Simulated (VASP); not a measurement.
# LiF in VASP: settings compared, part 2 of 2

VASP 6.6.1.

### 3 Single point, PBE (uniaxial x strain +0.5%)

The input, INCAR:

```
ALGO = Normal ; EDIFF = 1E-6
ENCUT = 520 ; GGA = PE
ISIF = 2 ; ISMEAR = -1
LASPH = T ; LCHARG = T
LELF = T ; LREAL = F
LVHAR = T ; LWAVE = F
NBANDS = 12 ; NELM = 100
PREC = Accurate ; SIGMA = 0.02
```

The input, KPOINTS:

```
k-points
0
Gamma
  10 10 10
```

The input, POSCAR:

```
LiF
1.0
    0.0000000000      1.9948717406      1.9948717406
    2.0048460993      0.0000000000      1.9948717406
    2.0048460993      1.9948717406      0.0000000000
Li F
1 1
Direct
    0.0000000000      0.0000000000      0.0000000000
    0.5000000000      0.5000000000      0.5000000000
```

Potentials or basis: VASP PAW PBE potentials, release 64 (Li_sv, F).

Started as:

```bash
$ cat potpaw_PBE.64/Li_sv/POTCAR potpaw_PBE.64/F/POTCAR > POTCAR
$ mpirun -np 1 vasp_std > vasp.out
```

OUTCAR:

```text
EDIFF = 1E-6
   ENCUT = 520
   GGA = PE
   ISIF = 2
   ISMEAR = -1
   LASPH = T
   LREAL = F
   NELM = 100
   PREC = Accurate

 ion  position               nearest neighbor table
   1  0.000  0.000  0.000-   2 1.99   2 1.99   2 1.99   2 1.99   2 2.00   2 2.00
   2  0.500  0.500  0.500-   1 1.99   1 1.99   1 1.99   1 1.99   1 2.00   1 2.00

  LATTYP: Found a body centered tetragonal cell.
 ALAT       =     2.8211746708
 C/A-ratio  =     1.4212846302

  Lattice vectors:
[... 539 lines left out ...]
      5      -1.6631      2.00000
      6      12.4468      0.00000
      7      16.0459      0.00000
      8      17.9306      0.00000
      9      19.5269      0.00000
     10      20.5957      0.00000
     11      33.6100      0.00000
     12      34.4373      0.00000

 [... further k-points ...]
[... 5 lines left out ...]
  --------------------------------------------------------------------------------------
  -------------------------------------------------------------------------------------
  Total        0.3223694      0.3674977      0.3674977      0.0000000      0.0000000      0.0000000
  in kB       32.3685638     36.8998161     36.8998161      0.0000000      0.0000000      0.0000000
  external PRESSURE =      35.3893986 kB  Pullay stress =       0.0000000 kB

 VOLUME and BASIS-vectors are now :
 -----------------------------------------------------------------------------
  energy-cutoff  :      520.00
  volume of cell :       15.96
      direct lattice vectors                 reciprocal lattice vectors
     0.000000000  1.994871741  1.994871741    -0.249395702  0.250642680  0.250642680
     2.004846099  0.000000000  1.994871741     0.249395702 -0.250642680  0.250642680
     2.004846099  1.994871741  0.000000000     0.249395702  0.250642680 -0.250642680

 POSITION                                       TOTAL-FORCE (eV/Angst)
 -----------------------------------------------------------------------------------
      0.00000      0.00000      0.00000        -0.000000      0.000000     -0.000000
      2.00485      1.99487      1.99487         0.000000     -0.000000      0.000000
 -----------------------------------------------------------------------------------
    total drift:                               -0.000000     -0.000000      0.000000

  FREE ENERGIE OF THE ION-ELECTRON SYSTEM (eV)
  ---------------------------------------------------
  free  energy   TOTEN  =        -9.6300873989 eV

  energy  without entropy=       -9.6300873989  energy(sigma->0) =       -9.63008740
```

OSZICAR:

```text
N       E                     dE             d eps       ncg     rms          rms(c)
DAV:   1     0.301564693692E+02    0.30156E+02   -0.54254E+03  2600   0.847E+02
DAV:   2    -0.916610513464E+01   -0.39323E+02   -0.38599E+02  2988   0.187E+02
DAV:   3    -0.101322792896E+02   -0.96617E+00   -0.96445E+00  3232   0.255E+01
DAV:   4    -0.101405414340E+02   -0.82621E-02   -0.82617E-02  2816   0.251E+00
DAV:   5    -0.101406371629E+02   -0.95729E-04   -0.95729E-04  3168   0.204E-01    0.454E+00
DAV:   6    -0.961896329897E+01    0.52167E+00   -0.24576E+00  2740   0.980E+00    0.137E+00
DAV:   7    -0.962330041345E+01   -0.43371E-02   -0.19070E-02  3276   0.121E+00    0.855E-01
DAV:   8    -0.962998793049E+01   -0.66875E-02   -0.14650E-02  2964   0.126E+00    0.109E-01
DAV:   9    -0.963000777912E+01   -0.19849E-04   -0.93378E-04  2856   0.276E-01    0.425E-02
DAV:  10    -0.963008506471E+01   -0.77286E-04   -0.12774E-04  2780   0.892E-02    0.159E-02
DAV:  11    -0.963008667518E+01   -0.16105E-05   -0.65634E-06  3044   0.238E-02    0.243E-03
DAV:  12    -0.963008739892E+01   -0.72374E-06   -0.47436E-07  2768   0.586E-03
   1 F= -.96300874E+01 E0= -.96300874E+01  d E =-.267429E-10
```

Run time: 7.3 s. Hardware: 1 thread of Intel Xeon 6975P-C (Granite Rapids), shared host; peak memory 0.13 GiB.

What came out:

| Item | Value |
| --- | --- |
| Free energy | -9.6301 eV |
| Band gap on the k mesh | 9.30 eV, direct |

Levels at points of the mesh, in eV from the valence-band top:
```csv
k point,band 2,band 3,band 4,band 5,band 6,band 7,band 8,band 9
"(0.00, 0.00, 0.00)",-20.05,-0.01,-0.01,0.00,9.30,24.20,24.31,24.31
"(0.50, 0.00, 0.00)",-19.60,-2.60,-0.25,-0.24,10.89,17.01,19.03,19.12
"(0.50, 0.50, 0.00)",-19.31,-3.11,-1.06,-1.03,15.06,16.55,17.73,20.45
"(0.00, 0.50, 0.50)",-19.32,-3.12,-1.03,-1.03,14.97,16.62,17.73,20.56
```

Caveat: the cell differs from its parent crystal (uniaxial x strain +0.5%); the cutoff is under 1.25 times the usual one of these potentials, so pressure, stress and relaxed cells hold a basis-set (Pulay) error. A k mesh can miss the band edges.

### 4 Single point, PBE (uniaxial z strain +5.0%)

The input, INCAR:

```
SYSTEM = LiF
ALGO = Normal ; EDIFF = 1E-6
ENCUT = 520 ; GGA = PE
ISIF = 2 ; ISMEAR = -1
LASPH = .True. ; LCHARG = .True.
LELF = .True. ; LREAL = .False.
LVHAR = .True. ; LWAVE = .False.
NBANDS = 12 ; NELM = 100
PREC = Accurate ; SIGMA = 0.02
```

The input, KPOINTS:

```
k-points
0
Gamma
  10 10 10
  0 0 0
```

The input, POSCAR:

```
LiF
1.0
    0.0000000000      1.9948717406      2.0946153276
    1.9948717406      0.0000000000      2.0946153276
    1.9948717406      1.9948717406      0.0000000000
Li F
1 1
Direct
    0.0000000000      0.0000000000      0.0000000000
    0.5000000000      0.5000000000      0.5000000000
```

Potentials or basis: VASP PAW PBE potentials, release 64 (Li_sv, F).

Started as:

```bash
$ cat potpaw_PBE.64/Li_sv/POTCAR potpaw_PBE.64/F/POTCAR > POTCAR
$ mpirun -np 1 vasp_std > vasp.out
```

OUTCAR:

```text
SYSTEM = LiF
   EDIFF = 1E-6
   ENCUT = 520
   GGA = PE
   ISIF = 2
   ISMEAR = -1
   LASPH = .True.
   LREAL = .False.
   NELM = 100
   PREC = Accurate

 ion  position               nearest neighbor table
   1  0.000  0.000  0.000-   2 1.99   2 1.99   2 1.99   2 1.99   2 2.09   2 2.09
   2  0.500  0.500  0.500-   1 1.99   1 1.99   1 1.99   1 1.99   1 2.09   1 2.09

  LATTYP: Found a body centered tetragonal cell.
 ALAT       =     2.8211746708
 C/A-ratio  =     1.4849242405

  Lattice vectors:

 A1 = (  -1.9948717406,   0.0000000000,   2.0946153276)
 A2 = (   1.9948717406,   0.0000000000,   2.0946153276)
 A3 = (   0.0000000000,   1.9948717406,  -2.0946153276)

Analysis of symmetry for initial positions (statically):
=====================================================================
 Subroutine PRICEL returns:
 Original cell was already a primitive cell.

 Routine SETGRP: Setting up the symmetry group for a
 body centered tetragonal supercell.

 Subroutine GETGRP returns: Found 16 space group operations
 (whereof 16 operations were pure point group operations)
 out of a pool of 16 trial point group operations.

The static configuration has the point symmetry D_4h.

Analysis of symmetry for dynamics (positions and initial velocities):
[... 168 lines left out ...]
 k-point     1 :       0.0000    0.0000    0.0000
  band No.  band energies     occupation
      1     -42.0993      2.00000
      2     -21.0622      2.00000
      3      -1.1790      2.00000
      4      -1.1790      2.00000
      5      -1.0818      2.00000
      6       7.7609      0.00000
      7      21.8619      0.00000
      8      22.7383      0.00000
      9      22.9495      0.00000
     10      22.9495      0.00000
     11      23.1538      0.00000
     12      23.1538      0.00000
[... 331 lines left out ...]
 k-point    24 :       0.4000    0.3000    0.0000
  band No.  band energies     occupation
      1     -42.0491      2.00000
      2     -20.5815      2.00000
      3      -3.4241      2.00000
      4      -1.9414      2.00000
      5      -1.8145      2.00000
      6      11.4581      0.00000
      7      15.8691      0.00000
      8      16.9980      0.00000
      9      19.2963      0.00000
     10      20.3651      0.00000
     11      31.9681      0.00000
     12      33.7967      0.00000

 [... further k-points ...]
[... 5 lines left out ...]
  --------------------------------------------------------------------------------------
  -------------------------------------------------------------------------------------
  Total        0.1608551      0.1608551     -0.1657651      0.0000000      0.0000000      0.0000000
  in kB       15.4589930     15.4589930    -15.9308728      0.0000000      0.0000000      0.0000000
  external PRESSURE =       4.9957044 kB  Pullay stress =       0.0000000 kB

 VOLUME and BASIS-vectors are now :
 -----------------------------------------------------------------------------
  energy-cutoff  :      520.00
  volume of cell :       16.67
      direct lattice vectors                 reciprocal lattice vectors
     0.000000000  1.994871741  2.094615328    -0.250642680  0.250642680  0.238707315
     1.994871741  0.000000000  2.094615328     0.250642680 -0.250642680  0.238707315
     1.994871741  1.994871741  0.000000000     0.250642680  0.250642680 -0.238707315

 POSITION                                       TOTAL-FORCE (eV/Angst)
 -----------------------------------------------------------------------------------
      0.00000      0.00000      0.00000         0.000000     -0.000000      0.000000
      1.99487      1.99487      2.09462        -0.000000      0.000000     -0.000000
 -----------------------------------------------------------------------------------
    total drift:                               -0.000000     -0.000000      0.000000

  FREE ENERGIE OF THE ION-ELECTRON SYSTEM (eV)
  ---------------------------------------------------
  free  energy   TOTEN  =        -9.6351064253 eV

  energy  without entropy=       -9.6351064253  energy(sigma->0) =       -9.63510643
```

stdout:

```text
POSCAR found type information on POSCAR LiF
 POSCAR found :  2 types and       2 ions
 scaLAPACK will be used
 LDA part: xc-table for (Slater+PW92), standard interpolation
 POSCAR, INCAR and KPOINTS ok, starting setup
 FFT: planning ... GRIDC
 FFT: planning ... GRID_SOFT
 FFT: planning ... GRID
 WAVECAR not read
 entering main loop
```

Run time: 7.2 s. Hardware: 1 thread of Intel Xeon 6975P-C (Granite Rapids), shared host; peak memory 0.14 GiB.

Results:

| Property | Result |
| --- | --- |
| Free energy | -9.6351 eV |
| Band gap on the k mesh | 8.84 eV, direct |

Caveat: the cell differs from its parent crystal (uniaxial z strain +5.0%); the cutoff is under 1.25 times the usual one of these potentials, so pressure, stress and relaxed cells hold a basis-set (Pulay) error. A k mesh can miss the band edges.

### 5 Summary

```csv
level,cell,smearing,gap on the mesh (eV)
r2SCAN,"a = 2.821 Å, angles 60.0°, 2 atoms",gaussian 0.01 eV,10.55
PBE,"a = 2.821, b = 2.828, c = 2.828 Å, angles 59.8, 60.1, 60.1°, 2 atoms",fermi-dirac 0.02 eV,9.30
PBE,"a = 2.893, b = 2.893, c = 2.821 Å, angles 60.8, 60.8, 58.4°, 2 atoms",fermi-dirac 0.02 eV,8.84
```

Alike in all rows: task single point; potentials or basis VASP PAW PBE potentials, release 64 (Li_sv, F); no spin polarisation; k mesh 10 × 10 × 10; cutoff (eV) 520.

Caveats: the cutoff is under 1.25 times the usual one of these potentials, so pressure, stress and relaxed cells hold a basis-set (Pulay) error; the PAW data sets were made with another functional, which shifts forces and pressure a little (some runs).

Total energies depend on the potentials used, so only differences within one code and one set of settings carry meaning.
